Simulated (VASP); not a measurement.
# Cr (P6_3/mmc) in VASP: a series of runs, part 2 of 3

VASP 6.6.1.

**3. Electric field gradients, PBE, collinear spin, ferromagnetic start (12.63 Å³/atom)**

This run uses another cell than the first one, of 12.63 Å³/atom.

INCAR reads:

```
SYSTEM = Cr
ALGO = Normal
EDIFF = 1E-8
ENCUT = 520
GGA = PE
ISIF = 2
ISMEAR = -1
ISPIN = 2
LASPH = .TRUE.
LCHARG = .FALSE.
LEFG = .TRUE.
LMAXMIX = 4
LORBIT = 11
LREAL = .FALSE.
LWAVE = .FALSE.
MAGMOM = 3 3
NBANDS = 23
NELM = 150
PREC = Accurate
SIGMA = 0.05
```

KPOINTS reads:

```
k-points
0
G
  17 17 9
  0 0 0
```

POSCAR reads:

```
Cr
1.0
    2.5340475710      0.0000000000      0.0000000000
   -1.2670237855      2.1945495709      0.0000000000
    0.0000000000      0.0000000000      4.5430255839
Cr
2
Direct
    0.3333333333      0.6666666667      0.2500000000
    0.6666666667      0.3333333333      0.7500000000
```

Potentials or basis: VASP PAW PBE potentials, release 64 (Cr_pv).

Command:

```console
$ cat potpaw_PBE.64/Cr_pv/POTCAR > POTCAR
$ mpirun -np 1 vasp_std > vasp.out
```

OUTCAR:

```text
SYSTEM = Cr
   EDIFF = 1E-8
   ENCUT = 520
   GGA = PE
   ISIF = 2
   ISMEAR = -1
   ISPIN = 2
   LASPH = .TRUE.
   LORBIT = 11
   LREAL = .FALSE.
   NELM = 150
   PREC = Accurate

 ion  position               nearest neighbor table
   1  0.333  0.667  0.250-   2 2.70   2 2.70   2 2.70   2 2.70   2 2.70   2 2.70
   2  0.667  0.333  0.750-   1 2.70   1 2.70   1 2.70   1 2.70   1 2.70   1 2.70

  LATTYP: Found a hexagonal cell.
 ALAT       =     2.5340475710
 C/A-ratio  =     1.7927941195

  Lattice vectors:

 A1 = (   2.5340475710,   0.0000000000,   0.0000000000)
 A2 = (  -1.2670237855,   2.1945495709,   0.0000000000)
 A3 = (   0.0000000000,   0.0000000000,   4.5430255839)

Analysis of symmetry for initial positions (statically):
=====================================================================
 Subroutine PRICEL returns:
 Original cell was already a primitive cell.

 Routine SETGRP: Setting up the symmetry group for a
 hexagonal supercell.

 Subroutine GETGRP returns: Found 24 space group operations
 (whereof 12 operations were pure point group operations)
 out of a pool of 24 trial point group operations.

The static configuration has the point symmetry D_3d.
 The point group associated with its full space group is D_6h.

Analysis of symmetry for dynamics (positions and initial velocities):
=====================================================================
 Subroutine PRICEL returns:
 Original cell was already a primitive cell.

 Routine SETGRP: Setting up the symmetry group for a
 hexagonal supercell.

 Subroutine GETGRP returns: Found 24 space group operations
 (whereof 12 operations were pure point group operations)
 out of a pool of 24 trial point group operations.

The dynamic configuration has the point symmetry D_3d.
 The point group associated with its full space group is D_6h.

Analysis of structural, dynamic, and magnetic symmetry:
=====================================================================
 Subroutine PRICEL returns:
 Original cell was already a primitive cell.

 Routine SETGRP: Setting up the symmetry group for a
 hexagonal supercell.

 Subroutine GETGRP returns: Found 24 space group operations
 (whereof 12 operations were pure point group operations)
 out of a pool of 24 trial point group operations.

The overall configuration has the point symmetry D_3d.
 The point group associated with its full space group is D_6h.

 Subroutine INISYM returns: Found 24 space group operations
 (whereof 12 operations are pure point group operations),
 and found     1 'primitive' translations

----------------------------------------------------------------------------------------

                                     Primitive cell

  volume of cell :      25.2642

  direct lattice vectors                    reciprocal lattice vectors
     2.534047571  0.000000000  0.000000000     0.394625583  0.227837187  0.000000000
    -1.267023785  2.194549571  0.000000000     0.000000000  0.455674373  0.000000000
     0.000000000  0.000000000  4.543025584     0.000000000  0.000000000  0.220117625

  length of vectors
     2.534047571  2.534047571  4.543025584     0.455674373  0.455674373  0.220117625

  position of ions in fractional coordinates (direct lattice)
     0.333333333  0.666666667  0.250000000
     0.666666667  0.333333333  0.750000000

[... 115 lines left out ...]

 number of electron      23.9999983 magnetization      -0.0000060

 Free energy of the ion-electron system (eV)
  ---------------------------------------------------
  ext. energy  EPLUGINS =         0.00000000
  ---------------------------------------------------
  free energy    TOTEN  =       -18.17781009 eV

  energy without entropy =      -18.15073519  energy(sigma->0) =      -18.16427264

 E-fermi :   9.5992     XC(G=0): -13.1400

 val. band max:        9.5987795275   @ k =   0.2941   0.2941   0.0000
 cond. band min:       9.6024763912   @ k =   0.2941   0.1176   0.0000
 fundamental gap:      0.0036968637
 Fermi energy:         9.5992409117

 spin component 1

 k-point     1 :       0.0000    0.0000    0.0000
  band No.  band energies     occupation
      1     -33.6177      1.00000
      2     -33.0772      1.00000
      3     -32.9181      1.00000
      4     -32.9181      1.00000
      5     -32.8660      1.00000
      6     -32.8660      1.00000
[... 613 lines left out ...]
     22      23.4555      0.00000
     23      23.9693      0.00000

 [... further k-points ...]

 spin component 2

 k-point     1 :       0.0000    0.0000    0.0000
  band No.  band energies     occupation
      1     -33.6177      1.00000
      2     -33.0772      1.00000
      3     -32.9181      1.00000
      4     -32.9181      1.00000
      5     -32.8660      1.00000
      6     -32.8660      1.00000
[... 613 lines left out ...]
     22      23.4555      0.00000
     23      23.9693      0.00000

 [... further k-points ...]

------------------------ aborting loop because EDIFF is reached ----------------------------------------

  FORCE on cell =-STRESS in cart. coord.  units (eV):
  Direction    XX          YY          ZZ          XY          YZ          ZX
  --------------------------------------------------------------------------------------
  -------------------------------------------------------------------------------------
  Total       -2.0624747     -2.0624747     -1.8038673     -0.0000000      0.0000000      0.0000000
  in kB     -130.7958202   -130.7958202   -114.3957312     -0.0000000      0.0000000      0.0000000
  external PRESSURE =    -125.3291239 kB  Pullay stress =       0.0000000 kB

 VOLUME and BASIS-vectors are now :
 -----------------------------------------------------------------------------
  energy-cutoff  :      520.00
  volume of cell :       25.26
      direct lattice vectors                 reciprocal lattice vectors
     2.534047571  0.000000000  0.000000000     0.394625583  0.227837187  0.000000000
    -1.267023785  2.194549571  0.000000000     0.000000000  0.455674373  0.000000000
     0.000000000  0.000000000  4.543025584     0.000000000  0.000000000  0.220117625

 POSITION                                       TOTAL-FORCE (eV/Angst)
 -----------------------------------------------------------------------------------
     -0.00000      1.46303      1.13576        -0.000000      0.000000      0.000000
      1.26702      0.73152      3.40727         0.000000     -0.000000      0.000000
 -----------------------------------------------------------------------------------
    total drift:                               -0.000000      0.000000     -0.000000

  FREE ENERGIE OF THE ION-ELECTRON SYSTEM (eV)
  ---------------------------------------------------
  free  energy   TOTEN  =       -18.1778100938 eV

  energy  without entropy=      -18.1507351868  energy(sigma->0) =      -18.16427264

 Electric field gradients (V/A^2)
---------------------------------------------------------------------
 ion       V_xx      V_yy      V_zz      V_xy      V_xz      V_yz
---------------------------------------------------------------------
   1      -6.378    -6.375    12.753     0.003     0.000    -0.000
   2      -6.378    -6.375    12.753     0.003    -0.000     0.000
---------------------------------------------------------------------

 Electric field gradients after diagonalization (V/A^2)
 (convention: |V_zz| > |V_xx| > |V_yy|)
----------------------------------------------------------------------
 ion       V_xx      V_yy      V_zz     asymmetry (V_yy - V_xx)/ V_zz
----------------------------------------------------------------------
   1      -6.380    -6.373    12.753       0.001
   2      -6.380    -6.373    12.753       0.001
----------------------------------------------------------------------

           NMR quadrupolar parameters

 Cq : quadrupolar parameter    Cq=e*Q*V_zz/h
 eta: asymmetry parameters     (V_yy - V_xx)/ V_zz
 Q  : nuclear electric quadrupole moment in mb (millibarn)
----------------------------------------------------------------------
 ion       Cq(MHz)       eta       Q (mb)
----------------------------------------------------------------------
   1       0.031       0.001       1.000
   2       0.031       0.001       1.000
----------------------------------------------------------------------

 total charge

# of ion       s       p       d       tot
------------------------------------------
    1        0.421   6.339   4.147  10.907
    2        0.421   6.339   4.147  10.907
--------------------------------------------------
tot          0.841  12.677   8.295  21.813

 magnetization (x)

# of ion       s       p       d       tot
------------------------------------------
    1       -0.000  -0.000  -0.000  -0.000
    2       -0.000  -0.000  -0.000  -0.000
--------------------------------------------------
tot         -0.000  -0.000  -0.000  -0.000
```

OSZICAR:

```text
N       E                     dE             d eps       ncg     rms          rms(c)
DAV:   1     0.244858995527E+03    0.24486E+03   -0.13569E+04 15283   0.127E+03
DAV:   2    -0.113100023785E+02   -0.25617E+03   -0.24712E+03 15460   0.379E+02
DAV:   3    -0.192970468797E+02   -0.79870E+01   -0.79212E+01 19240   0.783E+01
[... 11 lines left out ...]
DAV:  15    -0.181778099581E+02    0.99998E-07   -0.15347E-07 17014   0.406E-03    0.560E-04
DAV:  16    -0.181778100156E+02   -0.57430E-07   -0.90171E-09 10127   0.928E-04    0.308E-04
DAV:  17    -0.181778100671E+02   -0.51595E-07   -0.81861E-10  8199   0.268E-04    0.157E-04
DAV:  18    -0.181778100936E+02   -0.26488E-07   -0.26549E-10  7982   0.166E-04    0.269E-05
DAV:  19    -0.181778100938E+02   -0.13551E-09   -0.50378E-11  7856   0.760E-05
   1 F= -.18177810E+02 E0= -.18164273E+02  d E =-.270749E-01  mag=    -0.0000
```

stdout:

```text
POSCAR found type information on POSCAR Cr
 POSCAR found :  1 types and       2 ions
 scaLAPACK will be used
 LDA part: xc-table for (Slater+PW92), standard interpolation
 POSCAR, INCAR and KPOINTS ok, starting setup
 FFT: planning ... GRIDC
 FFT: planning ... GRID_SOFT
 FFT: planning ... GRID
 WAVECAR not read
 entering main loop
ion   1

ion   2
```

It took 2.2 min on 1 thread of Intel Xeon Platinum 8488C (Sapphire Rapids), shared host; peak memory 0.24 GiB.

Results:

```
Free energy                                           : -18.1778 eV
Pressure                                              : -12.5 GPa
Band gap on the k mesh                                : zero (filled and empty bands overlap)
Net moment                                            : 0.00 μB per cell
Largest electric field gradient by atom               : Cr +12.8 V/Å²
Valence electrons inside the program's atomic spheres : Cr 10.91
```

Stress tensor (GPa, compression positive):
```
-13.08   0.00   0.00
  0.00 -13.08   0.00
  0.00   0.00 -11.44
```

Levels at points of the mesh, in eV from the Fermi level:
Spin up:
| k point | band 8 | band 9 | band 10 | band 11 | band 12 | band 13 | band 14 | band 15 | band 16 | band 17 |
| --- | --- | --- | --- | --- | --- | --- | --- | --- | --- | --- |
| (0.00, 0.00, 0.00) | -3.85 | -1.13 | -0.32 | -0.31 | -0.31 | -0.01 | -0.01 | 1.00 | 1.00 | 2.01 |
Spin down:
```tsv
k point	band 10	band 11	band 12	band 13	band 14	band 15
(0.00, 0.00, 0.00)	-0.32	-0.31	-0.31	-0.01	-0.01	1.00
```

Electric field gradients, principal values (V/Å²):
```csv
atom,least,middle,greatest (by size)
1 Cr,-6.373,-6.380,12.753
2 Cr,-6.373,-6.380,12.753
```

Caveat: the cell stands under tension; an empty level that is flat over the whole mesh can mark a ghost state of the potentials, or a narrow d or f band; without QUAD_EFG the Cq values of the log hold for a quadrupole moment of 1 mb, not for the nuclei.

**4. Electric field gradients, PBE, collinear spin, ferromagnetic start (11.21 Å³/atom)**

This run uses another cell than the first one, of 11.21 Å³/atom.

INCAR reads:

```
SYSTEM = Cr
PREC     = Accurate       ! precision mode
ENCUT    = 520            ! plane-wave cutoff, eV
EDIFF    = 1E-8           ! SCF threshold, eV
ISMEAR   = -1             ! smearing method
SIGMA    = 0.05           ! smearing width, eV
LREAL    = .False.        ! projectors in reciprocal space
LASPH    = .True.         ! aspherical terms in the spheres
NELM     = 150            ! most SCF steps
ALGO     = Normal         ! electronic algorithm
ISIF     = 2              ! what is computed and relaxed
LWAVE    = .False.        ! write WAVECAR
LCHARG   = .False.        ! write CHGCAR
ISPIN    = 2              ! spin polarisation
MAGMOM   = 3 3            ! initial moments
LORBIT   = 11             ! projections on sites
LMAXMIX  = 4              ! l up to which the mixer works
GGA      = PE             ! functional
LEFG     = .True.       
NBANDS   = 23             ! bands
```

KPOINTS reads:

```
regular mesh
0
Gamma
  17 17 9
  0 0 0
```

POSCAR reads:

```
Cr
1.0
    2.4350006140      0.0000000000      0.0000000000
   -1.2175003070      2.1087723900      0.0000000000
    0.0000000000      0.0000000000      4.3654547818
Cr
2
Direct
    0.3333333333      0.6666666667      0.2500000000
    0.6666666667      0.3333333333      0.7500000000
```

Potentials or basis: VASP PAW PBE potentials, release 64 (Cr_pv).

Command:

```console
$ cat potpaw_PBE.64/Cr_pv/POTCAR > POTCAR
$ mpirun -np 1 vasp_std > vasp.out
```

OUTCAR:

```text
SYSTEM = Cr
   PREC = Accurate
   ENCUT = 520
   EDIFF = 1E-8
   ISMEAR = -1
   LREAL = .False.
   LASPH = .True.
   NELM = 150
   ISIF = 2
   ISPIN = 2
   LORBIT = 11
   GGA = PE

 ion  position               nearest neighbor table
   1  0.333  0.667  0.250-   2 2.60   2 2.60   2 2.60   2 2.60   2 2.60   2 2.60
   2  0.667  0.333  0.750-   1 2.60   1 2.60   1 2.60   1 2.60   1 2.60   1 2.60

  LATTYP: Found a hexagonal cell.
 ALAT       =     2.4350006140
 C/A-ratio  =     1.7927941195

  Lattice vectors:

 A1 = (   2.4350006140,   0.0000000000,   0.0000000000)
 A2 = (  -1.2175003070,   2.1087723900,   0.0000000000)
 A3 = (   0.0000000000,   0.0000000000,   4.3654547818)

Analysis of symmetry for initial positions (statically):
=====================================================================
 Subroutine PRICEL returns:
 Original cell was already a primitive cell.

 Routine SETGRP: Setting up the symmetry group for a
 hexagonal supercell.

 Subroutine GETGRP returns: Found 24 space group operations
 (whereof 12 operations were pure point group operations)
[... 1470 lines left out ...]
    total drift:                                0.000000     -0.000000      0.000000

  FREE ENERGIE OF THE ION-ELECTRON SYSTEM (eV)
  ---------------------------------------------------
  free  energy   TOTEN  =       -18.1720908941 eV

  energy  without entropy=      -18.1485694323  energy(sigma->0) =      -18.16033016

 Electric field gradients (V/A^2)
---------------------------------------------------------------------
 ion       V_xx      V_yy      V_zz      V_xy      V_xz      V_yz
---------------------------------------------------------------------
   1      -3.390    -3.390     6.780    -0.000     0.000    -0.000
   2      -3.390    -3.390     6.780    -0.000    -0.000     0.000
---------------------------------------------------------------------

 Electric field gradients after diagonalization (V/A^2)
 (convention: |V_zz| > |V_xx| > |V_yy|)
----------------------------------------------------------------------
 ion       V_xx      V_yy      V_zz     asymmetry (V_yy - V_xx)/ V_zz
----------------------------------------------------------------------
   1      -3.391    -3.390     6.780       0.000
   2      -3.391    -3.390     6.780       0.000
----------------------------------------------------------------------

           NMR quadrupolar parameters

 Cq : quadrupolar parameter    Cq=e*Q*V_zz/h
 eta: asymmetry parameters     (V_yy - V_xx)/ V_zz
 Q  : nuclear electric quadrupole moment in mb (millibarn)
----------------------------------------------------------------------
 ion       Cq(MHz)       eta       Q (mb)
----------------------------------------------------------------------
   1       0.016       0.000       1.000
   2       0.016       0.000       1.000
----------------------------------------------------------------------

 total charge

# of ion       s       p       d       tot
------------------------------------------
    1        0.464   6.407   4.287  11.158
    2        0.464   6.407   4.287  11.158
--------------------------------------------------
tot          0.928  12.814   8.574  22.316

 magnetization (x)

# of ion       s       p       d       tot
------------------------------------------
    1        0.000   0.000   0.000   0.000
    2        0.000   0.000   0.000   0.000
--------------------------------------------------
tot          0.000   0.000   0.000   0.000
```

OSZICAR:

```text
N       E                     dE             d eps       ncg     rms          rms(c)
DAV:   1     0.242432233342E+03    0.24243E+03   -0.13762E+04 15284   0.134E+03
DAV:   2    -0.108745998496E+02   -0.25331E+03   -0.24411E+03 15586   0.382E+02
DAV:   3    -0.187473226961E+02   -0.78727E+01   -0.78091E+01 19205   0.789E+01
DAV:   4    -0.188135014249E+02   -0.66179E-01   -0.66126E-01 15956   0.739E+00
DAV:   5    -0.188143070499E+02   -0.80563E-03   -0.80554E-03 16230   0.768E-01    0.231E+01
DAV:   6    -0.177854661424E+02    0.10288E+01   -0.71489E+00 17224   0.300E+01    0.608E+00
DAV:   7    -0.181168079137E+02   -0.33134E+00   -0.37265E-01 17126   0.586E+00    0.468E+00
DAV:   8    -0.181589614765E+02   -0.42154E-01   -0.13877E-02 15943   0.119E+00    0.157E+00
DAV:   9    -0.181714581547E+02   -0.12497E-01   -0.82054E-03 17056   0.840E-01    0.439E-01
DAV:  10    -0.181719202074E+02   -0.46205E-03   -0.26804E-03 16062   0.435E-01    0.172E-01
DAV:  11    -0.181720326840E+02   -0.11248E-03   -0.71985E-05 17133   0.908E-02    0.803E-02
DAV:  12    -0.181720880716E+02   -0.55388E-04   -0.31153E-05 16321   0.393E-02    0.258E-02
DAV:  13    -0.181720926189E+02   -0.45473E-05   -0.59597E-06 16195   0.220E-02    0.646E-03
DAV:  14    -0.181720915027E+02    0.11162E-05   -0.53952E-07 16797   0.631E-03    0.175E-03
DAV:  15    -0.181720911897E+02    0.31305E-06   -0.88185E-08 16559   0.261E-03    0.726E-04
DAV:  16    -0.181720910104E+02    0.17930E-06   -0.77976E-09 10142   0.742E-04    0.333E-04
DAV:  17    -0.181720908960E+02    0.11436E-06   -0.14819E-09  8108   0.316E-04    0.104E-04
DAV:  18    -0.181720908941E+02    0.19086E-08   -0.28663E-10  7870   0.148E-04
   1 F= -.18172091E+02 E0= -.18160330E+02  d E =-.235215E-01  mag=    -0.0000
```

stdout:

```text
POSCAR found type information on POSCAR Cr
 POSCAR found :  1 types and       2 ions
 scaLAPACK will be used
 LDA part: xc-table for (Slater+PW92), standard interpolation
 POSCAR, INCAR and KPOINTS ok, starting setup
 FFT: planning ... GRIDC
 FFT: planning ... GRID_SOFT
 FFT: planning ... GRID
 WAVECAR not read
 entering main loop
ion   1

ion   2
```

Wall time 2 min (1 thread of Intel Xeon Platinum 8559C (Emerald Rapids), shared host); peak memory 0.22 GiB.

Results:

| Property | Result |
| --- | --- |
| Free energy | -18.1721 eV |
| Pressure | 16.0 GPa |
| Band gap on the k mesh | zero (filled and empty bands overlap) |
| Net moment | 0.00 μB per cell |
| Largest electric field gradient by atom | Cr +6.8 V/Å² |
| Valence electrons inside the program's atomic spheres | Cr 11.16 |

Electric field gradients, principal values (V/Å²):
```csv
atom,least,middle,greatest (by size)
1 Cr,-3.390,-3.391,6.780
2 Cr,-3.390,-3.391,6.780
```

Caveat: the cell stands under pressure; an empty level that is flat over the whole mesh can mark a ghost state of the potentials, or a narrow d or f band; without QUAD_EFG the Cq values of the log hold for a quadrupole moment of 1 mb, not for the nuclei.

(Continued in part 3 of 3.)
